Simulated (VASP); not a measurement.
# TiTe2 (P-3m1) in VASP: further runs

Runs on TiTe2. Level: r2SCAN. Tasks: single point.

All numbers are computed with VASP 6.6.1; they aren't measurements. Logs are shortened: lines on timing, memory, paths and dates and some standing lists are left out, and cuts for length are marked.

## Step 1: The cell of the first run

The structure is trigonal, space group P-3m1 (No. 164). The conventional cell has a = 3.773 Å, b = 3.773 Å, c = 6.579 Å, α = 90.00°, β = 90.00°, γ = 120.00°. Ti (site symmetry -3m) has 6 Te at 2.76 Å within 3.6 Å. Within 3.6 Å of Te (site symmetry 3m) lie 3 Ti at 2.76 Å.

## Step 2: Single point, r2SCAN (volume scaled by 0.94, then relaxed in part)

The input, POSCAR:

```
TiTe2
1.0
    3.7728634348      0.0000000000      0.0000000000
   -1.8864317174      3.2673955795      0.0000000000
    0.0000000000      0.0000000000      6.5786398727
Ti Te
1 2
Direct
    0.0000000000      0.0000000000      0.0000000000
    0.6666666667      0.3333333333      0.2577795245
    0.3333333333      0.6666666667      0.7422204755
```

The input, INCAR.step1:

```
PREC = Accurate ; ENCUT = 520
ISMEAR = 0 ; SIGMA = 0.1
LREAL = False ; LASPH = True
NELM = 60 ; NBANDS = 19
GGA = PE ; ALGO = Normal
EDIFF = 1E-4 ; LWAVE = True
LCHARG = False
```

The input, INCAR.step2:

```
PREC = Accurate ; ENCUT = 520
EDIFF = 1E-7 ; ISMEAR = 0
SIGMA = 0.1 ; LREAL = False
LASPH = True ; NELM = 60
ALGO = Normal ; ISIF = 2
LWAVE = False ; LCHARG = False
METAGGA = R2SCAN ; LMIXTAU = True
NBANDS = 19 ; ISTART = 1
```

The input, KPOINTS:

```
Automatic mesh
0
Gamma
  12 12 8
```

Potentials or basis: VASP PAW PBE potentials, release 64 (Ti_sv, Te).

On the command line:

```
$ cat potpaw_PBE.64/Ti_sv/POTCAR potpaw_PBE.64/Te/POTCAR > POTCAR
$ cp INCAR.step1 INCAR
$ mpirun -np 1 vasp_std > vasp.out
$ cp INCAR.step2 INCAR
$ mpirun -np 1 vasp_std > vasp.out
```

OUTCAR:

```text
PREC = Accurate
   ENCUT = 520
   EDIFF = 1E-7
   ISMEAR = 0
   LREAL = False
   LASPH = True
   NELM = 60
   ISIF = 2
   METAGGA = R2SCAN
   ISTART = 1

 ion  position               nearest neighbor table
   1  0.000  0.000  0.000-   2 2.76   3 2.76   3 2.76   2 2.76   2 2.76   3 2.76
   2  0.667  0.333  0.258-   1 2.76   1 2.76   1 2.76
   3  0.333  0.667  0.742-   1 2.76   1 2.76   1 2.76

  LATTYP: Found a hexagonal cell.
 ALAT       =     3.7728634348
 C/A-ratio  =     1.7436729387

  Lattice vectors:

 A1 = (   3.7728634348,   0.0000000000,   0.0000000000)
 A2 = (  -1.8864317174,   3.2673955795,   0.0000000000)
 A3 = (   0.0000000000,   0.0000000000,   6.5786398727)

Analysis of symmetry for initial positions (statically):
=====================================================================
 Subroutine PRICEL returns:
 Original cell was already a primitive cell.

 Routine SETGRP: Setting up the symmetry group for a
 hexagonal supercell.

 Subroutine GETGRP returns: Found 12 space group operations
 (whereof 12 operations were pure point group operations)
 out of a pool of 24 trial point group operations.

The static configuration has the point symmetry D_3d.

Analysis of symmetry for dynamics (positions and initial velocities):
=====================================================================
 Subroutine PRICEL returns:
 Original cell was already a primitive cell.

 Routine SETGRP: Setting up the symmetry group for a
 hexagonal supercell.

 Subroutine GETGRP returns: Found 12 space group operations
 (whereof 12 operations were pure point group operations)
 out of a pool of 24 trial point group operations.

The dynamic configuration has the point symmetry D_3d.

 Subroutine INISYM returns: Found 12 space group operations
 (whereof 12 operations are pure point group operations),
 and found     1 'primitive' translations

----------------------------------------------------------------------------------------

                                     Primitive cell

  volume of cell :      81.0978

  direct lattice vectors                    reciprocal lattice vectors
     3.772863435  0.000000000  0.000000000     0.265050675  0.153027079  0.000000000
[... 77 lines left out ...]
   NGXF,Y,Z  is equivalent  to a cutoff of  24.68, 24.68, 25.27 a.u.
 SYSTEM =  unknown system
   PREC   = accura    normal or accurate (medium, high low for compatibility)
   ISTART =      1    job   : 0-new  1-cont  2-samecut
   ICHARG =      0    charge: 1-file 2-atom 10-const
   ISPIN  =      1    spin polarized calculation?
   LNONCOLLINEAR =      F non collinear calculations
   LSORBIT =      F    spin-orbit coupling
   LASPH  =      T    aspherical Exc in radial PAW
   ENCUT  =  520.0 eV  38.22 Ry    6.18 a.u.   7.02  7.02 12.23*2*pi/ulx,y,z
   NELM   =     60;   NELMIN=  2; NELMDL=  0     # of ELM steps
   EDIFF  = 0.1E-06   stopping-criterion for ELM
   LREAL  =      F    real-space projection
   EDIFFG = 0.1E-05   stopping-criterion for IOM
   NSW    =      0    number of steps for IOM
   IBRION =     -1    ionic relax: 0-MD 1-quasi-New 2-CG
   NFREE  =      0    steps in history (QN), initial steepest desc. (CG)
   ISIF   =      2    stress and relaxation
   ISYM   =      2    0-nonsym 1-usesym 2-fastsym
   POTIM  = 0.5000    time-step for ionic-motion
   TEBEG  =    0.0;   TEEND  =   0.0 temperature during run
   PSTRESS=    0.0 pullay stress
   NELECT =      24.0000    total number of electrons
   NUPDOWN=      -1.0000    fix difference up-down
   EMIN   =  10.00;   EMAX   =-10.00  energy-range for DOS
   EFERMI =   0.00;   METHOD = LEGACY
   ISMEAR =     0;   SIGMA  =   0.10  broadening in eV -4-tet -1-fermi 0-gaus
   EFERMI_NEDOS =   21; number of points for ismear=-14 and -15
   IALGO  =     38    algorithm
   IMIX   =      4    mixing-type and parameters
     AMIX     =   0.40;   BMIX     =  1.00
     AMIX_MAG =   1.60;   BMIX_MAG =  1.00
  volume/ion in A,a.u.               =      27.03       182.42
  Fermi-wavevector in a.u.,A,eV,Ry     =   1.090960  2.061616 16.193577  1.190194
  Thomas-Fermi vector in A             =   2.227196
   LORBIT       =      0    0 simple, 1 ext, 2 COOP (PROOUT), +10 PAW based schemes
   METAGGA = R2SCAN    functional components
   LHFCALC =     F    Hartree Fock is set to
   AEXX    =    0.0000 exact exchange contribution
   IVDW    =     0    specifies the selected vdW correction
   LEPSILON=     F    determine dielectric tensor
   LRPA    =     F    only Hartree local field effects (RPA)
 non-spin polarized calculation
 Gauss-broadening in eV      SIGMA  =   0.10
  energy-cutoff  :      520.00
  volume of cell :       81.10
 maximum number of plane-waves:      2211
   NGX = 13   NGY = 13   NGZ = 25

 number of electron      23.9999991 magnetization

 Free energy of the ion-electron system (eV)
  ---------------------------------------------------
  ext. energy  EPLUGINS =         0.00000000
  ---------------------------------------------------
  free energy    TOTEN  =       -66.27305153 eV

  energy without entropy =      -66.26720656  energy(sigma->0) =      -66.27012904

 E-fermi :   6.7098     XC(G=0): -10.2744

 val. band max:        6.6895601177   @ k =   0.0000   0.4167   0.3750
 cond. band min:       6.7119901052   @ k =   0.4167  -0.0000   0.1250
 fundamental gap:      0.0224299874
 Fermi energy:         6.7098267511

 k-point     1 :       0.0000    0.0000    0.0000
  band No.  band energies     occupation
      1     -53.3520      2.00000
      2     -28.5637      2.00000
      3     -28.5636      2.00000
      4     -28.5238      2.00000
      5      -6.2879      2.00000
      6      -4.7739      2.00000
[... 505 lines left out ...]
      6      -4.6819      2.00000
[... 11 lines left out ...]
     18      13.3986      0.00000
     19      13.9811      0.00000

 [... further k-points ...]
[... 5 lines left out ...]
  --------------------------------------------------------------------------------------
  -------------------------------------------------------------------------------------
  Total        0.7800659      0.7800659      0.7437544     -0.0000000      0.0000000      0.0000000
  in kB       15.4110767     15.4110767     14.6937013     -0.0000000      0.0000000      0.0000000
  external PRESSURE =      15.1719515 kB  Pullay stress =       0.0000000 kB

 VOLUME and BASIS-vectors are now :
 -----------------------------------------------------------------------------
  energy-cutoff  :      520.00
  volume of cell :       81.10
      direct lattice vectors                 reciprocal lattice vectors
     3.772863435  0.000000000  0.000000000     0.265050675  0.153027079  0.000000000
    -1.886431717  3.267395580  0.000000000     0.000000000  0.306054157  0.000000000
     0.000000000  0.000000000  6.578639873     0.000000000  0.000000000  0.152007105

 POSITION                                       TOTAL-FORCE (eV/Angst)
 -----------------------------------------------------------------------------------
      0.00000      0.00000      0.00000        -0.000000      0.000000      0.000000
      1.88643      1.08913      1.69584        -0.000000      0.000000      0.016951
     -0.00000      2.17826      4.88280         0.000000      0.000000     -0.016951
 -----------------------------------------------------------------------------------
    total drift:                               -0.000000      0.000000     -0.000000

  FREE ENERGIE OF THE ION-ELECTRON SYSTEM (eV)
  ---------------------------------------------------
  free  energy   TOTEN  =       -66.2730515260 eV

  energy  without entropy=      -66.2672065576  energy(sigma->0) =      -66.27012904
```

OSZICAR.step1:

```text
N       E                     dE             d eps       ncg     rms          rms(c)
DAV:   1     0.179227778736E+03    0.17923E+03   -0.10782E+04  4978   0.117E+03
DAV:   2    -0.180359343091E+01   -0.18103E+03   -0.17633E+03  5225   0.298E+02
DAV:   3    -0.178511853958E+02   -0.16048E+02   -0.15645E+02  7667   0.829E+01
DAV:   4    -0.184270377798E+02   -0.57585E+00   -0.57324E+00  6462   0.146E+01
DAV:   5    -0.184484126277E+02   -0.21375E-01   -0.21367E-01  7117   0.272E+00    0.121E+01
DAV:   6    -0.185550207405E+02   -0.10661E+00   -0.37139E+01  5471   0.376E+01    0.144E+01
DAV:   7    -0.164668390363E+02    0.20882E+01   -0.31414E+01  6251   0.320E+01    0.549E+00
DAV:   8    -0.162090222457E+02    0.25782E+00   -0.14967E+00  5932   0.833E+00    0.172E+00
DAV:   9    -0.162334617149E+02   -0.24439E-01   -0.25927E-01  6786   0.315E+00    0.164E+00
DAV:  10    -0.162135768077E+02    0.19885E-01   -0.31026E-01  5988   0.372E+00    0.810E-01
DAV:  11    -0.162096400299E+02    0.39368E-02   -0.33801E-02  5814   0.132E+00    0.343E-01
DAV:  12    -0.162097304703E+02   -0.90440E-04   -0.30619E-03  5964   0.389E-01    0.247E-01
DAV:  13    -0.162095469962E+02    0.18347E-03   -0.68571E-04  4681   0.191E-01    0.518E-02
DAV:  14    -0.162095501500E+02   -0.31537E-05   -0.26347E-05  3167   0.424E-02
   1 F= -.16209550E+02 E0= -.16206339E+02  d E =-.642277E-02
```

Run time: 9.1 min. Hardware: 1 thread of Intel Xeon 6975P-C, shared host; peak memory 0.34 GiB.

What came out:

| Quantity | Value |
| --- | --- |
| Free energy | -66.2731 eV |
| Pressure | 1.5 GPa |
| Largest force | 0.017 eV/Å |
| Band gap on the k mesh | zero (band 12 reaches 7.08 eV, above the bottom of band 13 at 6.47 eV) |

Forces in eV/Å, atoms in the order of the input:
```
Ti   0.000  0.000  0.000
Te   0.000  0.000  0.017
Te   0.000  0.000 -0.017
```

Caveat: the cell differs from its parent crystal (volume scaled by 0.94, then relaxed in part); the PAW data sets were made with another functional, which shifts forces and pressure a little; spin-orbit coupling is left out, which moves the levels of the heavy elements.

## Step 3: Single point, r2SCAN (volume scaled by 0.97, then relaxed in part)

The input, POSCAR:

```
TiTe2
1.0
    3.7890740654      0.0000000000      0.0000000000
   -1.8945370327      3.2814343974      0.0000000000
    0.0000000000      0.0000000000      6.7306340059
Ti Te
1 2
Direct
    0.0000000000      0.0000000000      0.0000000000
    0.6666666667      0.3333333333      0.2523046913
    0.3333333333      0.6666666667      0.7476953087
```

The input, INCAR.step1:

```
SYSTEM = TiTe2
ALGO = Normal ; EDIFF = 1E-4
ENCUT = 520 ; GGA = PE
ISMEAR = 0 ; LASPH = .TRUE.
LCHARG = .FALSE. ; LREAL = .FALSE.
LWAVE = .TRUE. ; NBANDS = 19
NELM = 100 ; PREC = Accurate
SIGMA = 0.1
```

The input, INCAR.step2:

```
SYSTEM = TiTe2
ALGO = Normal ; EDIFF = 1E-6
ENCUT = 520 ; ISIF = 2
ISMEAR = 0 ; ISTART = 1
LASPH = .TRUE. ; LCHARG = .FALSE.
LMIXTAU = .TRUE. ; LREAL = .FALSE.
LWAVE = .FALSE. ; METAGGA = R2SCAN
NBANDS = 19 ; NELM = 100
PREC = Accurate ; SIGMA = 0.1
```

The input, KPOINTS:

```
k-points
0
G
  12 12 8
  0 0 0
```

Potentials or basis: VASP PAW PBE potentials, release 64 (Ti_sv, Te).

On the command line:

```
$ cat potpaw_PBE.64/Ti_sv/POTCAR potpaw_PBE.64/Te/POTCAR > POTCAR
$ cp INCAR.step1 INCAR
$ mpirun -np 1 vasp_std > vasp.out
$ cp INCAR.step2 INCAR
$ mpirun -np 1 vasp_std > vasp.out
```

Run time: 8.5 min. Hardware: 1 thread of Intel Xeon 6975P-C, shared host; peak memory 0.35 GiB.

It converged, with:

```yaml
Free_energy: -66.2889 eV
Pressure: 0.7 GPa
Largest_force: 0.010 eV/Å
Band_gap_on_the_k_mesh: zero (band 12 reaches 6.69 eV, above the bottom of band 13 at 6.12 eV)
```

Forces in eV/Å, atoms in the order of the input:
```
Ti   0.000  0.000  0.000
Te   0.000  0.000  0.010
Te   0.000  0.000 -0.010
```

Stress tensor (GPa, compression positive):
```
0.70 0.00 0.00
0.00 0.70 0.00
0.00 0.00 0.55
```

Levels at points of the mesh, in eV from the Fermi level:
| k point | band 9 | band 10 | band 11 | band 12 | band 13 | band 14 | band 15 | band 16 |
| --- | --- | --- | --- | --- | --- | --- | --- | --- |
| (0.00, 0.00, 0.00) | -1.97 | 0.06 | 0.36 | 0.36 | 0.45 | 0.90 | 0.90 | 3.17 |
| (0.50, 0.00, 0.00) | -2.74 | -2.58 | -2.09 | -1.25 | 0.04 | 1.15 | 1.54 | 2.50 |
| (0.00, 0.00, 0.50) | -1.93 | -1.93 | 0.36 | 0.36 | 0.70 | 0.70 | 1.05 | 3.46 |
| (0.50, 0.00, 0.50) | -2.65 | -2.26 | -1.36 | -0.92 | -0.20 | 1.15 | 1.52 | 2.72 |

Caveat: the cell differs from its parent crystal (volume scaled by 0.97, then relaxed in part); the PAW data sets were made with another functional, which shifts forces and pressure a little; spin-orbit coupling is left out, which moves the levels of the heavy elements.

## Step 4: Single point, r2SCAN

This run uses another cell than the first one, of 28.76 Å³/atom, 1.064 times its volume.

The input, POSCAR:

```
TiTe2
1.0
    3.8002426009      0.0000000000      0.0000000000
   -1.9001213005      3.2911066330      0.0000000000
    0.0000000000      0.0000000000      6.8980729996
Ti Te
1 2
Direct
    0.0000000000      0.0000000000      0.0000000000
    0.6666666667      0.3333333333      0.2463195005
    0.3333333333      0.6666666667      0.7536804995
```

The input, INCAR.step1:

```
  ALGO = Normal
  EDIFF = 1E-4
  ENCUT = 520
  GGA = PE
  ISMEAR = 0
  LASPH = True
  LCHARG = False
  LREAL = False
  LWAVE = True
  NBANDS = 19
  NELM = 80
  PREC = Accurate
  SIGMA = 0.1
```

The input, INCAR.step2:

```
  ALGO = Normal
  EDIFF = 1E-6
  ENCUT = 520
  ISIF = 2
  ISMEAR = 0
  ISTART = 1
  LASPH = True
  LCHARG = True
  LELF = True
  LMIXTAU = True
  LREAL = False
  LVHAR = True
  LWAVE = False
  METAGGA = R2SCAN
  NBANDS = 19
  NELM = 80
  PREC = Accurate
  SIGMA = 0.1
```

The input, KPOINTS:

```
k-points
0
Gamma
  12 12 8
```

On the command line:

```
$ cat potpaw_PBE.64/Ti_sv/POTCAR potpaw_PBE.64/Te/POTCAR > POTCAR
$ cp INCAR.step1 INCAR
$ mpirun -np 1 vasp_std > vasp.out
$ cp INCAR.step2 INCAR
$ mpirun -np 1 vasp_std > vasp.out
```

Wall time 10 min (1 thread of Intel Xeon 6975P-C, shared host); peak memory 0.36 GiB.

The run converged. Its results:

* Free energy: -66.2936 eV
* Pressure: 0.1 GPa
* Largest force: 0.018 eV/Å
* Band gap on the k mesh: zero (band 12 reaches 6.32 eV, above the bottom of band 13 at 5.79 eV)

Forces in eV/Å, atoms in the order of the input:
```
Ti   0.000  0.000  0.000
Te   0.000  0.000  0.018
Te   0.000  0.000 -0.018
```

Levels at points of the mesh, in eV from the Fermi level:
| k point | band 8 | band 9 | band 10 | band 11 | band 12 | band 13 | band 14 | band 15 | band 16 | band 17 |
| --- | --- | --- | --- | --- | --- | --- | --- | --- | --- | --- |
| (0.00, 0.00, 0.00) | -1.95 | -1.95 | -0.13 | 0.36 | 0.36 | 0.47 | 0.88 | 0.88 | 3.20 | 3.20 |
| (0.50, 0.00, 0.00) | -4.01 | -2.58 | -2.53 | -2.09 | -1.18 | 0.05 | 1.14 | 1.52 | 2.54 | 3.18 |
| (0.00, 0.00, 0.50) | -2.47 | -1.92 | -1.92 | 0.36 | 0.36 | 0.74 | 0.74 | 1.01 | 3.42 | 3.42 |
| (0.50, 0.00, 0.50) | -4.50 | -2.60 | -2.21 | -1.44 | -0.93 | -0.17 | 1.14 | 1.50 | 2.77 | 3.35 |

Caveat: the PAW data sets were made with another functional, which shifts forces and pressure a little; spin-orbit coupling is left out, which moves the levels of the heavy elements.

## Step 5: Summary

```csv
cell,gap on the mesh (eV),pressure (GPa),largest force (eV/Å)
"a = 3.773, b = 3.773, c = 6.579 Å, angles 90.0, 90.0, 120.0°, 3 atoms",none,1.5,0.02
"a = 3.789, b = 3.789, c = 6.731 Å, angles 90.0, 90.0, 120.0°, 3 atoms",none,0.7,0.01
"a = 3.800, b = 3.800, c = 6.898 Å, angles 90.0, 90.0, 120.0°, 3 atoms",none,0.1,0.02
```

Alike in all rows: task single point; level r2SCAN; potentials or basis VASP PAW PBE potentials, release 64 (Ti_sv, Te); no spin polarisation; k mesh 12 × 12 × 8; cutoff (eV) 520; smearing gaussian 0.1 eV.

Caveats: the PAW data sets were made with another functional, which shifts forces and pressure a little; spin-orbit coupling is left out, which moves the levels of the heavy elements.

Total energies depend on the potentials used, so only differences within one code and one set of settings carry meaning.
